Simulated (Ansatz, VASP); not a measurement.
Sb2Mo: VASP beside Ansatz

The input INCAR:

```
SYSTEM = Sb2Mo
PREC     = Accurate       ! precision mode
ENCUT    = 600            ! plane-wave cutoff, eV
EDIFF    = 1E-7           ! SCF threshold, eV
ISMEAR   = 0              ! smearing method
SIGMA    = 0.1            ! smearing width, eV
LREAL    = .FALSE.        ! projectors in reciprocal space
LASPH    = .TRUE.         ! aspherical terms in the spheres
NELM     = 100            ! most SCF steps
ALGO     = Normal         ! electronic algorithm
ISIF     = 3              ! what is computed and relaxed
LWAVE    = .FALSE.        ! write WAVECAR
LCHARG   = .FALSE.        ! write CHGCAR
GGA      = PE             ! functional
IBRION   = 2              ! ionic algorithm
NSW      = 100            ! ionic steps
EDIFFG   = -0.01          ! ionic threshold
```

KPOINTS

```
regular mesh
0
G
  6 6 6
  0 0 0
```

File POSCAR:

```
Sb2Mo
1.0
    5.8968437204      0.0000000000      0.0000000000
    0.0000000000      5.8968437204      0.0000000000
    0.0000000000      0.0000000000      5.8968437204
Sb Mo
4 2
Direct
    0.2500000000      0.2500000000      0.2500000000
    0.2500000000      0.7500000000      0.7500000000
    0.7500000000      0.7500000000      0.2500000000
    0.7500000000      0.2500000000      0.7500000000
    0.0000000000      0.0000000000      0.0000000000
    0.5000000000      0.5000000000      0.5000000000
```

Input for Ansatz:

```yaml
crystal:
  lattice:
    - [5.8968437204, 0.0, 0.0]
    - [0.0, 5.8968437204, 0.0]
    - [0.0, 0.0, 5.8968437204]
  atoms:
    - { symbol: Sb, position: [0.25, 0.25, 0.25] }
    - { symbol: Sb, position: [0.25, 0.75, 0.75] }
    - { symbol: Sb, position: [0.75, 0.75, 0.25] }
    - { symbol: Sb, position: [0.75, 0.25, 0.75] }
    - { symbol: Mo, position: [0.0, 0.0, 0.0] }
    - { symbol: Mo, position: [0.5, 0.5, 0.5] }
basis:
  ecutwfc: 420
kpoints:
  mp_grid: { grid: [6, 6, 6] }
hamiltonian:
  xc: pbe
scf:
  occupations: { method: gaussian, width: 0.1 }
output:
  forces: true
  stress: true
  eigenvalues: true
relax:
  adjacent_minimum: "off"
  f_tol: 0.01
  max_steps: 80
  cell: { stress_tol: 0.05 }
```

Alike in both runs: task relaxation of cell and atoms; functional PBE; k mesh 6 × 6 × 6; occupations gaussian, width 0.1 eV; no spin polarisation.

|  | VASP | Ansatz |
| --- | --- | --- |
| version | VASP 6.6.1 | Ansatz 0.2.0 |
| potentials or method | VASP PAW PBE potentials, release 64 (Sb, Mo_sv), cutoff 600 eV | scalar-relativistic, plane waves, PAW |
| valence electrons in the cell | 48 | 88 |

Ansatz gave:

* gap on the k mesh at the Fermi level, each at its own relaxed structure (eV): none
* relaxed volume (Å³/atom): 34.08
* relaxed cell length with the largest relative difference (Å): 5.891

Q: Estimate VASP's values.

A: gap on the k mesh at the Fermi level, each at its own relaxed structure (eV): none; relaxed volume (Å³/atom): 33.98; relaxed cell length with the largest relative difference (Å): 5.885.

A gap of «none» marks a metal or a gap that the smearing closes. VASP's potentials hold 48 valence electrons a cell and Ansatz's 88, so a difference there can come from the potentials and not from the codes.

Spin-orbit coupling is off throughout.
